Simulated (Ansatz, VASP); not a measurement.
One calculation of Mg3Te, two programs

```
Mg Te
1.0
    -2.79220    2.79220    2.79220
     2.79220   -2.79220    2.79220
     2.79220    2.79220   -2.79220
Mg Te
3 1
Cartesian
  2.7922 0.0000 0.0000
  0.0000 2.7922 0.0000
  0.0000 0.0000 2.7922
  0.0000 0.0000 0.0000
```

Change from the starting cell: species swapped into the Sb3Au type (Im-3m, No. 229).

Alike in both runs: task relaxation of cell and atoms; functional PBE; k mesh 4 × 4 × 4; occupations gaussian, width 0.1 eV; no spin polarisation.

```csv
,VASP,Ansatz
version,VASP 6.6.1,Ansatz 0.2.0
potentials or method,"VASP PAW PBE potentials, release 64 (Mg, Te), cutoff 600 eV","scalar-relativistic, plane waves, PAW"
valence electrons in the cell,12,46
```

Ansatz gave:

| Quantity | Value |
| --- | --- |
| gap on the k mesh at the Fermi level, each at its own relaxed structure (eV) | none |
| relaxed volume (Å³/atom) | 28.84 |
| relaxed cell length with the largest relative difference (Å) | 5.312 |

**Question.** Estimate VASP's values.

**Answer.** gap on the k mesh at the Fermi level, each at its own relaxed structure (eV): none; relaxed volume (Å³/atom): 29.05; relaxed cell length with the largest relative difference (Å): 5.324.

A gap of «none» marks a metal or a gap that the smearing closes. VASP's potentials hold 12 valence electrons a cell and Ansatz's 46, so a difference there can come from the potentials and not from the codes.

The k mesh is coarse, so the values compare programs but aren't converged. Spin-orbit coupling is off throughout. Noted on VASP's run: the volume moved by over 15 % at a fixed basis, so the end points are rough.
